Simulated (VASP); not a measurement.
Write the native input for VASP 6.6.1 that does the following.

```
Task                   : electric field gradients
Functional             : PBE
Potentials or basis    : VASP PAW PBE potentials, release 64 (Ta_pv, N)
Cutoff                 : 520 eV
k mesh                 : 12 × 12 × 10
Occupations            : fermi-dirac, width 0.02 eV
Spin                   : no spin polarisation
Dipole correction      : no
Further INCAR settings : ALGO = Normal; EDIFF = 1e-08; NBANDS = 15
```

The structure of TaN lies in POSCAR:

```
TaN
1.0
    2.8785330664      0.0000000000      0.0000000000
   -1.4392665332      2.4928827612      0.0000000000
    0.0000000000      0.0000000000      2.8246473979
Ta N
1 1
Direct
    0.3333333333      0.6666666667      0.5000000000
    0.0000000000      0.0000000000      0.0000000000
```

This cell differs from its parent crystal: volume scaled by 0.9405.

The input as run:

INCAR

```
  ALGO = Normal
  EDIFF = 1E-8
  ENCUT = 520
  GGA = PE
  ISIF = 2
  ISMEAR = -1
  LASPH = T
  LCHARG = F
  LEFG = T
  LREAL = F
  LWAVE = F
  NBANDS = 15
  NELM = 80
  PREC = Accurate
  SIGMA = 0.02
```

KPOINTS

```
k-points
0
Gamma
  12 12 10
```

Potentials or basis: VASP PAW PBE potentials, release 64 (Ta_pv, N).

Command:

```console
$ cat potpaw_PBE.64/Ta_pv/POTCAR potpaw_PBE.64/N/POTCAR > POTCAR
$ mpirun -np 1 vasp_std > vasp.out
```

It gave:

```json
{"Pressure": "30.7 GPa", "Band gap on the k mesh": "zero (band 8 reaches 9.35 eV, above the bottom of band 9 at 8.81 eV)"}
```

Caveat: without QUAD_EFG the Cq values of the log hold for a quadrupole moment of 1 mb, not for the nuclei; spin-orbit coupling is left out, which moves the levels of the heavy elements.

Run time: 41 s on 1 thread of Intel Xeon 8259CL, with other jobs on the host, peak memory 0.16 GiB.
